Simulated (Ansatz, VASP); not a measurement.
One calculation of SnSe2, two programs

INCAR

```
SYSTEM = SnSe2
  PREC = Accurate
  ENCUT = 520
  EDIFF = 1E-7
  ISMEAR = -1
  SIGMA = 0.05
  LREAL = .FALSE.
  LASPH = .TRUE.
  NELM = 80
  ALGO = Normal
  ISIF = 2
  LWAVE = .FALSE.
  LCHARG = .FALSE.
  GGA = PS
  NBANDS = 20
```

KPOINTS

```
regular mesh
0
G
  8 8 5
  0 0 0
```

The input POSCAR:

```
SnSe2
1.0
    3.7594936861      0.0000000000      0.0000000000
   -1.8797468431      3.2558170375      0.0000000000
    0.0000000000      0.0000000000      6.0530709152
Sn Se
1 2
Direct
    0.0000000000      0.0000000000      0.0000000000
    0.6666666667      0.3333333333      0.7510000000
    0.3333333333      0.6666666667      0.2490000000
```

File input.yaml:

```yaml
crystal:
  lattice:
    - [3.7594936861, 0.0, 0.0]
    - [-1.8797468431, 3.2558170375, 0.0]
    - [0.0, 0.0, 6.0530709152]
  atoms:
    - { symbol: Sn, position: [0.0, 0.0, 0.0] }
    - { symbol: Se, position: [0.6666666667, 0.3333333333, 0.751] }
    - { symbol: Se, position: [0.3333333333, 0.6666666667, 0.249] }
kpoints:
  mp_grid: { grid: [8, 8, 5] }
scf:
  occupations: { method: fermi_dirac, width: 0.05 }
hamiltonian:
  xc: pbesol
  pseudopotentials: { kind: all_electron, lapw: { basis_error: 0.001 } }
output:
  forces: true
  stress: true
  eigenvalues: true
```

Change from the starting cell: volume scaled by 0.96.

Alike in both runs: task single point; functional PBEsol; k mesh 8 × 8 × 5; occupations fermi-dirac, width 0.05 eV; no spin polarisation.

```csv
,VASP,Ansatz
version,VASP 6.6.1,Ansatz 0.2.0
potentials or method,"VASP PAW PBE potentials, release 64 (Sn_d, Se), cutoff 520 eV","all-electron LAPW, scalar-relativistic"
```

|  | VASP | Ansatz | Ansatz less VASP |
| --- | --- | --- | --- |
| gap on the k mesh at the Fermi level (eV) | 0.78 | 0.79 | +0.010 |
| least direct gap on the mesh (eV) | 1.18 | 1.19 | +0.014 |
| pressure (GPa) | 6.1 | 5.9 | -0.15 |
| traceless stress, the component that is largest in VASP (GPa) | 1.16 | 1.16 | -0.003 |
| rms of the force components (eV/Å) | 0.498 | 0.485 | -0.0129 |

VASP's potentials were made for PBE, not for PBEsol. Atom by atom the forces differ by 0.013 eV/Å (rms over components). Ansatz ran all-electron here, and VASP with PAW potentials.
